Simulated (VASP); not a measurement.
# SrTiO3: single point with r2SCAN

SrTiO3:

```
Sr Ti O
1.0
     3.90685    0.00000    0.00000
     0.00000    3.90685    0.00000
     0.00000    0.00000    3.90685
Sr Ti O
1 1 3
Cartesian
  0.0000 0.0000 0.0000
  1.9534 1.9534 1.9534
  1.9534 1.9534 0.0000
  1.9534 0.0000 1.9534
  0.0000 1.9534 1.9534
```

```json
{
  "Program": "VASP 6.6.1",
  "Task": "single point",
  "Functional": "r2SCAN",
  "Potentials or basis": "VASP PAW PBE potentials, release 64 (Sr_sv, Ti_sv, O)",
  "Cutoff": "520 eV",
  "k mesh": "6 × 6 × 6",
  "Occupations": "gaussian, width 0.01 eV",
  "Spin": "no spin polarisation",
  "Dipole correction": "no",
  "Further INCAR settings": "ALGO = Normal; EDIFF = 1e-06; NBANDS = 28"
}
```

```yaml
Pressure: 0.9 GPa
Band_gap_on_the_k_mesh: 2.27 eV (least direct gap 2.66 eV)
```

Levels at points of the mesh, in eV from the valence-band top:
```
           k point  band 16  band 17  band 18  band 19  band 20  band 21  band 22  band 23  band 24  band 25
(0.00, 0.00, 0.00)    -1.21    -1.21    -0.38    -0.38    -0.38     2.27     2.27     2.27     4.59     4.59
(0.50, 0.00, 0.00)    -2.36    -2.36    -2.00    -0.77    -0.77     2.43     4.17     4.17     4.60     6.92
(0.50, 0.50, 0.00)    -2.85    -1.79    -1.61    -1.61    -0.09     4.18     4.18     4.66     5.63     8.56
(0.50, 0.50, 0.50)    -3.79    -3.79     0.00     0.00     0.00     4.87     4.87     4.87     7.63     7.63
```

It took 4.4 min on 1 thread of Intel Xeon 8259CL, with other jobs on the host, peak memory 0.19 GiB.

Caveat: the PAW data sets were made with another functional, which shifts forces and pressure a little. A k mesh can miss the band edges.
